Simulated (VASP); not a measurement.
Input of a VASP 6.6.1 run:

The input INCAR:

```
SYSTEM = NiSb
PREC     = Accurate       ! precision mode
ENCUT    = 520            ! plane-wave cutoff, eV
EDIFF    = 1E-7           ! SCF threshold, eV
ISMEAR   = 0              ! smearing method
SIGMA    = 0.1            ! smearing width, eV
LREAL    = .False.        ! projectors in reciprocal space
LASPH    = .True.         ! aspherical terms in the spheres
NELM     = 80             ! most SCF steps
ALGO     = Normal         ! electronic algorithm
ISIF     = 2              ! what is computed and relaxed
LWAVE    = .False.        ! write WAVECAR
LCHARG   = .False.        ! write CHGCAR
GGA      = PS             ! functional
NBANDS   = 23             ! bands
```

Contents of KPOINTS:

```
Automatic mesh
0
Gamma
  18 18 10
  0 0 0
```

File POSCAR:

```
NiSb
1.0
    3.9942567495      0.0000000000      0.0000000000
   -1.9971283747      3.4591278143      0.0000000000
    0.0000000000      0.0000000000      5.0094518454
Ni Sb
2 2
Direct
    0.0000000000      0.0000000000      0.0000000000
    0.0000000000      0.0000000000      0.5000000000
    0.3333333333      0.6666666667      0.2500000000
    0.6666666667      0.3333333333      0.7500000000
```

Potentials or basis: VASP PAW PBE potentials, release 64 (Ni, Sb).

The run is started by

```sh
$ cat potpaw_PBE.64/Ni/POTCAR potpaw_PBE.64/Sb/POTCAR > POTCAR
$ mpirun -np 1 vasp_std > vasp.out
```

Q: Predict the pressure.

A: -3.2 GPa.

Q: Estimate the band gap on the k mesh.

A: Zero (bands 15 and 16 overlap by 3.18 eV).

Stress tensor (GPa, compression positive):
```
-4.44  0.00  0.00
 0.00 -4.44  0.00
 0.00  0.00 -0.84
```

Caveat: the cell differs from its parent crystal (biaxial strain in the a-b plane: +2.0 %); the cell stands under tension; the PAW data sets were made with another functional, which shifts forces and pressure a little; spin-orbit coupling is left out, which moves the levels of the heavy elements. Spin polarisation is off, so any magnetic state and its effect on volume and gap are missing.
